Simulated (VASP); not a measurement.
Wanted: the native input for a VASP 6.6.1 run.

```
Task                   : single point
Functional             : LDA
Potentials or basis    : VASP PAW LDA potentials, release 64 (In_d)
Cutoff                 : 480 eV
k mesh                 : 30 × 30 × 30
Occupations            : tetrahedron, width 0.1 eV
Spin                   : no spin polarisation
Tolerance level        : standard
Purpose                : density of states
K density              : 11 × 11 × 11
Further INCAR settings : ALGO = Normal; EDIFF = 1e-06; NBANDS = 20
```

The system is In.

```xyz
1
Lattice="-1.8825 1.8825 1.8825 1.8825 -1.8825 1.8825 1.8825 1.8825 -1.8825" Properties=species:S:1:pos:R:3 pbc="T T T"
In    0.0000    0.0000    0.0000
```

This isn't the form of In at room conditions, which is tetragonal.

These files were run (other wordings do the same):

POSCAR

```
In
1.0
   -1.8825252400      1.8825252400      1.8825252400
    1.8825252400     -1.8825252400      1.8825252400
    1.8825252400      1.8825252400     -1.8825252400
In
1
Direct
    0.0000000000      0.0000000000      0.0000000000
```

INCAR.step1

```
SYSTEM = In
GGA = CA ; ISMEAR = 1
SIGMA = 0.1 ; LWAVE = .False.
LCHARG = .True. ; NBANDS = 20
PREC = Accurate ; LASPH = .True.
LREAL = .False. ; ALGO = Normal
EDIFF = 1E-6 ; NELM = 120
GGA_COMPAT = .False. ; ENCUT = 480
```

KPOINTS.step1

```
k-points
0
Gamma
  11 11 11
```

INCAR.step2

```
SYSTEM = In
GGA = CA ; ISMEAR = -5
LWAVE = .False. ; LCHARG = .False.
NBANDS = 20 ; PREC = Accurate
LASPH = .True. ; LREAL = .False.
ALGO = Normal ; EDIFF = 1E-6
NELM = 120 ; GGA_COMPAT = .False.
ENCUT = 480 ; NEDOS = 4001
LORBIT = 11 ; EMIN = -9.9645
EMAX = 15.0355 ; ICHARG = 11
```

KPOINTS.step2

```
Automatic mesh
0
Gamma
  30 30 30
  0 0 0
```

Potentials or basis: VASP PAW LDA potentials, release 64 (In_d).

Command:

```bash
$ cat potpaw_LDA.64/In_d/POTCAR > POTCAR
$ cp INCAR.step1 INCAR
$ cp KPOINTS.step1 KPOINTS
$ mpirun -np 1 vasp_std > vasp.out
$ cp INCAR.step2 INCAR
$ cp KPOINTS.step2 KPOINTS
$ mpirun -np 1 vasp_std > vasp.out
```

It gave:

The valence electrons inside the program's atomic spheres are In 11.35 and the density of states at the Fermi level is 0.46 states/eV/atom.

Caveat: spin-orbit coupling is left out, which moves the levels of the heavy elements.

Wall time 80 s on 1 thread of Intel(R) Xeon(R) 6975P-C (Granite Rapids) (shared host), peak memory 0.48 GiB.
